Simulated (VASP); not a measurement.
Si:

```
Si
1.0
     0.00000    2.72185    2.72185
     2.72185    0.00000    2.72185
     2.72185    2.72185    0.00000
Si
2
Direct
  0.50000 0.50000 0.50000
  0.75000 0.75000 0.75000
```

| Item | Value |
| --- | --- |
| Program | VASP 6.6.1 |
| Task | relaxation of cell and atoms |
| Functional | revPBE |
| Potentials or basis | VASP PAW PBE potentials, release 64 (Si) |
| Cutoff | 600 eV |
| k mesh | 8 × 8 × 8 |
| Occupations | fermi-dirac, width 0.05 eV |
| Spin | no spin polarisation |

At the start: pressure 2.3 GPa; volume 20.16 Å³/atom.

Problem. Where does the relaxation end?

Solution. Over 3 steps the energy falls by 3.7 meV/atom and the volume is 20.68 Å³/atom (+2.6 %); space group Fd-3m (No. 227, to 0.05 Å).

Step by step:
| step | energy change (eV) | largest force (eV/Å) | pressure (GPa) | volume (Å³) |
| --- | --- | --- | --- | --- |
| 1 | 0.0000 | 0.0000 | 2.33 | 40.33 |
| 2 | -0.0043 | 0.0000 | -1.38 | 42.06 |
| 3 | -0.0073 | 0.0000 | 0.01 | 41.37 |

Final structure:
```cif
data_structure
_symmetry_space_group_name_H-M 'P 1'
_symmetry_Int_Tables_number 1
_cell_length_a 3.8820
_cell_length_b 3.8820
_cell_length_c 3.8820
_cell_angle_alpha 60.000
_cell_angle_beta 60.000
_cell_angle_gamma 60.000
_cell_volume 41.37
loop_
_atom_site_label
_atom_site_type_symbol
_atom_site_fract_x
_atom_site_fract_y
_atom_site_fract_z
_atom_site_occupancy
Si1 Si 0.50000 0.50000 0.50000 1
Si2 Si 0.75000 0.75000 0.75000 1
```

Caveat: the PAW data sets were made with another functional, which shifts forces and pressure a little.
